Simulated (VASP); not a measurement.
# Lu (Fd-3m) in VASP: single point with PBE

Aim: the single point of Lu with PBE.

Everything below comes from runs of VASP 6.6.1. Logs are shortened: lines on timing, memory, paths and dates and some standing lists are left out, and cuts for length are marked.

## 1. The cell of the first run

Symmetry: Fd-3m, No. 227, cubic system. Conventional cell: a = 7.402 Å, b = 7.402 Å, c = 7.402 Å, α = 90.00°, β = 90.00°, γ = 90.00°. Within 4.2 Å of Lu (site symmetry -43m) lie 4 Lu at 3.21 Å.

This isn't the form of Lu at room conditions, which is hcp.

## 2. Single point, PBE

POSCAR

```
Lu
1.0
    0.0000000000      3.7008248714      3.7008248714
    3.7008248714      0.0000000000      3.7008248714
    3.7008248714      3.7008248714      0.0000000000
Lu
2
Direct
   -0.1250000000     -0.1250000000     -0.1250000000
    0.1250000000      0.1250000000      0.1250000000
```

INCAR.step1

```
ALGO     = Normal         # electronic algorithm
EDIFF    = 1E-6           # SCF threshold, eV
ENCUT    = 520            # plane-wave cutoff, eV
GGA      = PE             # functional
ISIF     = 2              # what is computed and relaxed
ISMEAR   = -1             # smearing method
LASPH    = True           # aspherical terms in the spheres
LCHARG   = True           # write CHGCAR
LREAL    = False          # projectors in reciprocal space
LWAVE    = False          # write WAVECAR
NBANDS   = 32             # bands
NELM     = 100            # most SCF steps
PREC     = Accurate       # precision mode
SIGMA    = 0.08           # smearing width, eV
```

KPOINTS.step1

```
k-points
0
Gamma
  10 10 10
```

INCAR.step2

```
ALGO     = Normal         # electronic algorithm
EDIFF    = 1E-6           # SCF threshold, eV
ENCUT    = 520            # plane-wave cutoff, eV
GGA      = PE             # functional
ICHARG   = 11             # starting density
ISIF     = 2              # what is computed and relaxed
ISMEAR   = -5             # smearing method
LASPH    = True           # aspherical terms in the spheres
LCHARG   = False          # write CHGCAR
LORBIT   = 11             # projections on sites
LREAL    = False          # projectors in reciprocal space
LWAVE    = False          # write WAVECAR
NEDOS    = 2001           # points of the DOS
NELM     = 100            # most SCF steps
PREC     = Accurate       # precision mode
SIGMA    = 0.08           # smearing width, eV
```

KPOINTS.step2

```
k-points
0
Gamma
  15 15 15
```

Potentials or basis: VASP PAW PBE potentials, release 64 (Lu).

On the command line:

```sh
cat potpaw_PBE.64/Lu/POTCAR > POTCAR
cp INCAR.step1 INCAR
cp KPOINTS.step1 KPOINTS
mpirun -np 1 vasp_std > vasp.out
cp INCAR.step2 INCAR
cp KPOINTS.step2 KPOINTS
mpirun -np 1 vasp_std > vasp.out
```

OUTCAR:

```text
EDIFF = 1E-6
   ENCUT = 520
   GGA = PE
   ICHARG = 11
   ISIF = 2
   ISMEAR = -5
   LASPH = True
   LORBIT = 11
   LREAL = False
   NELM = 100
   PREC = Accurate

 ion  position               nearest neighbor table
   1  0.875  0.875  0.875-   2 3.21   2 3.21   2 3.21   2 3.21
   2  0.125  0.125  0.125-   1 3.21   1 3.21   1 3.21   1 3.21

  LATTYP: Found a face centered cubic cell.
 ALAT       =     7.4016497428

  Lattice vectors:

 A1 = (   0.0000000000,   3.7008248714,   3.7008248714)
 A2 = (   3.7008248714,   0.0000000000,   3.7008248714)
 A3 = (   3.7008248714,   3.7008248714,   0.0000000000)

Analysis of symmetry for initial positions (statically):
=====================================================================
 Subroutine PRICEL returns:
 Original cell was already a primitive cell.

 Routine SETGRP: Setting up the symmetry group for a
 face centered cubic supercell.

 Subroutine GETGRP returns: Found 48 space group operations
 (whereof 12 operations were pure point group operations)
 out of a pool of 48 trial point group operations.

The static configuration has the point symmetry D_3d.
 The point group associated with its full space group is O_h .

Analysis of symmetry for dynamics (positions and initial velocities):
=====================================================================
 Subroutine PRICEL returns:
 Original cell was already a primitive cell.

 Routine SETGRP: Setting up the symmetry group for a
 face centered cubic supercell.

 Subroutine GETGRP returns: Found 48 space group operations
 (whereof 12 operations were pure point group operations)
 out of a pool of 48 trial point group operations.

The dynamic configuration has the point symmetry D_3d.
 The point group associated with its full space group is O_h .

 Subroutine INISYM returns: Found 48 space group operations
 (whereof 12 operations are pure point group operations),
 and found     1 'primitive' translations

----------------------------------------------------------------------------------------

                                     Primitive cell

  volume of cell :     101.3738

  direct lattice vectors                    reciprocal lattice vectors
     0.000000000  3.700824871  3.700824871    -0.135105015  0.135105015  0.135105015
     3.700824871  0.000000000  3.700824871     0.135105015 -0.135105015  0.135105015
     3.700824871  3.700824871  0.000000000     0.135105015  0.135105015 -0.135105015

  length of vectors
     5.233756725  5.233756725  5.233756725     0.234008750  0.234008750  0.234008750

  position of ions in fractional coordinates (direct lattice)
     0.875000000  0.875000000  0.875000000
     0.125000000  0.125000000  0.125000000

  ion indices of the primitive-cell ions
   primitive index   ion index
                 1           1
                 2           2

----------------------------------------------------------------------------------------

 KPOINTS: k-points

Automatic generation of k-mesh.
 Grid dimensions read from file:
 generate k-points for:   15   15   15

 Generating k-lattice:

  Cartesian coordinates                     Fractional coordinates (reciprocal lattice)
    -0.009007001  0.009007001  0.009007001     0.066666667  0.000000000  0.000000000
     0.009007001 -0.009007001  0.009007001     0.000000000  0.066666667  0.000000000
     0.009007001  0.009007001 -0.009007001     0.000000000  0.000000000  0.066666667

  Length of vectors
     0.015600583  0.015600583  0.015600583

  Shift w.r.t. Gamma in fractional coordinates (k-lattice)
     0.000000000  0.000000000  0.000000000

 TETIRR: Found    484 inequivalent tetrahedra from    20250

 Subroutine IBZKPT returns following result:
 ===========================================

 Found    120 irreducible k-points:

 Following reciprocal coordinates:
            Coordinates               Weight
  0.000000  0.000000  0.000000      1.000000
  0.066667  0.000000  0.000000      8.000000
  0.133333  0.000000  0.000000      8.000000
  0.200000  0.000000  0.000000      8.000000
  0.266667  0.000000  0.000000      8.000000
  0.333333  0.000000  0.000000      8.000000
[... 16 lines left out ...]
  0.133333  0.133333  0.000000      6.000000
  0.200000  0.133333  0.000000     24.000000
 [... further k-points ...]
   k-points           NKPTS =    120   k-points in BZ     NKDIM =    120   number of bands    NBANDS=     30
   number of dos      NEDOS =   2001   number of ions     NIONS =      2
   total plane-waves  NPLWV =  64000
   dimension x,y,z NGX =    40 NGY =   40 NGZ =   40
   dimension x,y,z NGXF=    80 NGYF=   80 NGZF=   80
   ions per type =               2
   NGX,Y,Z   is equivalent  to a cutoff of  12.71, 12.71, 12.71 a.u.
   NGXF,Y,Z  is equivalent  to a cutoff of  25.41, 25.41, 25.41 a.u.
 SYSTEM =  unknown system
   PREC   = accura    normal or accurate (medium, high low for compatibility)
   ISTART =      0    job   : 0-new  1-cont  2-samecut
   ICHARG =     11    charge: 1-file 2-atom 10-const
   ISPIN  =      1    spin polarized calculation?
   LNONCOLLINEAR =      F non collinear calculations
   LSORBIT =      F    spin-orbit coupling
   LASPH  =      T    aspherical Exc in radial PAW
   ENCUT  =  520.0 eV  38.22 Ry    6.18 a.u.   9.73  9.73  9.73*2*pi/ulx,y,z
   NELM   =    100;   NELMIN=  2; NELMDL=  0     # of ELM steps
   EDIFF  = 0.1E-05   stopping-criterion for ELM
   LREAL  =      F    real-space projection
   EDIFFG = 0.1E-04   stopping-criterion for IOM
   NSW    =      0    number of steps for IOM
   IBRION =     -1    ionic relax: 0-MD 1-quasi-New 2-CG
   NFREE  =      0    steps in history (QN), initial steepest desc. (CG)
   ISIF   =      2    stress and relaxation
   ISYM   =      2    0-nonsym 1-usesym 2-fastsym
   POTIM  = 0.5000    time-step for ionic-motion
   TEBEG  =    0.0;   TEEND  =   0.0 temperature during run
   PSTRESS=    0.0 pullay stress
   NELECT =      50.0000    total number of electrons
   NUPDOWN=      -1.0000    fix difference up-down
   EMIN   =  10.00;   EMAX   =-10.00  energy-range for DOS
   EFERMI =   0.00;   METHOD = LEGACY
   ISMEAR =    -5;   SIGMA  =   0.08  broadening in eV -4-tet -1-fermi 0-gaus
   EFERMI_NEDOS =   21; number of points for ismear=-14 and -15
   IALGO  =     38    algorithm
   IMIX   =      4    mixing-type and parameters
     AMIX     =   0.40;   BMIX     =  1.00
     AMIX_MAG =   1.60;   BMIX_MAG =  1.00
  volume/ion in A,a.u.               =      50.69       342.05
  Fermi-wavevector in a.u.,A,eV,Ry     =   1.293470  2.444304 22.763420  1.673064
  Thomas-Fermi vector in A             =   2.425113
   LORBIT       =     11    0 simple, 1 ext, 2 COOP (PROOUT), +10 PAW based schemes
   GGA     = PE    functional components
   LHFCALC =     F    Hartree Fock is set to
   AEXX    =    0.0000 exact exchange contribution
   IVDW    =     0    specifies the selected vdW correction
   LEPSILON=     F    determine dielectric tensor
   LRPA    =     F    only Hartree local field effects (RPA)
 non-spin polarized calculation
 Fermi weights with tetrahedron method with Bloechl corrections
  energy-cutoff  :      520.00
  volume of cell :      101.37
 maximum number of plane-waves:      2746

 number of electron      49.9999985 magnetization

 Free energy of the ion-electron system (eV)
  ---------------------------------------------------
  ext. energy  EPLUGINS =         0.00000000
  ---------------------------------------------------
  free energy    TOTEN  =        -5.04628284 eV

  energy without entropy =       -5.04628284  energy(sigma->0) =       -5.04628284

 E-fermi :   0.0255     XC(G=0):  -8.0955

 val. band max:        0.0358351991   @ k =   0.2667   0.0000   0.0000
 cond. band min:       0.0267645637   @ k =   0.4667   0.2000   0.0000
 fundamental gap:     -0.0090706354
 Fermi energy:         0.0255112967

 k-point     1 :       0.0000    0.0000    0.0000
  band No.  band energies     occupation
      1     -57.2449      2.00000
      2     -57.1933      2.00000
      3     -27.9839      2.00000
      4     -27.9839      2.00000
      5     -27.9839      2.00000
      6     -27.7176      2.00000
[... 22 lines left out ...]
     29       1.8277      0.00000
     30       1.8277      0.00000

 k-point     2 :       0.0667    0.0000    0.0000
  band No.  band energies     occupation
      1     -57.2445      2.00000
      2     -57.1937      2.00000
      3     -27.9852      2.00000
      4     -27.9852      2.00000
      5     -27.9834      2.00000
      6     -27.7183      2.00000
[... 22 lines left out ...]
     29       1.7181      0.00000
     30       1.8251      0.00000

 k-point     3 :       0.1333    0.0000    0.0000
  band No.  band energies     occupation
      1     -57.2433      2.00000
      2     -57.1950      2.00000
      3     -27.9886      2.00000
      4     -27.9886      2.00000
      5     -27.9821      2.00000
      6     -27.7202      2.00000
[... 22 lines left out ...]
     29       1.4264      0.00000
     30       1.8269      0.00000

 k-point     4 :       0.2000    0.0000    0.0000
  band No.  band energies     occupation
      1     -57.2413      2.00000
      2     -57.1969      2.00000
      3     -27.9935      2.00000
      4     -27.9935      2.00000
      5     -27.9801      2.00000
      6     -27.7231      2.00000
[... 616 lines left out ...]
     29       1.5520      0.00000
     30       1.8188      0.00000

 k-point    23 :       0.1333    0.1333    0.0000
  band No.  band energies     occupation
      1     -57.2427      2.00000
      2     -57.1956      2.00000
      3     -27.9939      2.00000
      4     -27.9939      2.00000
      5     -27.9729      2.00000
      6     -27.7297      2.00000
[... 22 lines left out ...]
     29       1.3183      0.00000
     30       1.8256      0.00000

 k-point    24 :       0.2000    0.1333    0.0000
  band No.  band energies     occupation
      1     -57.2412      2.00000
      2     -57.1970      2.00000
      3     -27.9990      2.00000
      4     -27.9989      2.00000
      5     -27.9676      2.00000
      6     -27.7357      2.00000
[... 22 lines left out ...]
     29       1.0582      0.00000
     30       1.8370      0.00000

 [... further k-points ...]

------------------------ aborting loop because EDIFF is reached ----------------------------------------

  FORCE on cell =-STRESS in cart. coord.  units (eV):
  Direction    XX          YY          ZZ          XY          YZ          ZX
  --------------------------------------------------------------------------------------
  -------------------------------------------------------------------------------------
  Total       -0.8103076     -0.8103076     -0.8103076      0.0000000     -0.0000000      0.0000000
  in kB      -12.8066313    -12.8066313    -12.8066313      0.0000000     -0.0000000      0.0000000
  external PRESSURE =     -12.8066313 kB  Pullay stress =       0.0000000 kB

 VOLUME and BASIS-vectors are now :
 -----------------------------------------------------------------------------
  energy-cutoff  :      520.00
  volume of cell :      101.37
      direct lattice vectors                 reciprocal lattice vectors
     0.000000000  3.700824871  3.700824871    -0.135105015  0.135105015  0.135105015
     3.700824871  0.000000000  3.700824871     0.135105015 -0.135105015  0.135105015
     3.700824871  3.700824871  0.000000000     0.135105015  0.135105015 -0.135105015

 POSITION                                       TOTAL-FORCE (eV/Angst)
 -----------------------------------------------------------------------------------
      6.47644      6.47644      6.47644         0.000000      0.000000     -0.000000
      0.92521      0.92521      0.92521        -0.000000     -0.000000      0.000000
 -----------------------------------------------------------------------------------
    total drift:                                0.000000      0.000000     -0.000000

  FREE ENERGIE OF THE ION-ELECTRON SYSTEM (eV)
  ---------------------------------------------------
  free  energy   TOTEN  =        -5.0462828352 eV

  energy  without entropy=       -5.0462828352  energy(sigma->0) =       -5.04628284

 total charge

# of ion       s       p       d       f       tot
--------------------------------------------------
    1        2.475   5.993   0.649  13.960  23.079
    2        2.475   5.993   0.649  13.960  23.079
--------------------------------------------------
tot          4.951  11.987   1.299  27.921  46.157
```

Run time: 2.6 min. Hardware: 1 thread of Intel Xeon 6975P-C (Granite Rapids), shared host; peak memory 0.45 GiB.

What came out:

```
Valence electrons inside the program's atomic spheres : Lu 23.08
```

Levels at points of the mesh, in eV from the Fermi level:
```
           k point  band 21  band 22  band 23  band 24  band 25  band 26  band 27  band 28  band 29  band 30
(0.00, 0.00, 0.00)    -5.88    -5.87    -4.46     0.37     0.37     0.43     0.43     0.43     1.80     1.80
```

Caveat: spin-orbit coupling is left out, which moves the levels of the heavy elements; tetrahedron occupations give inexact forces and stress in metals.
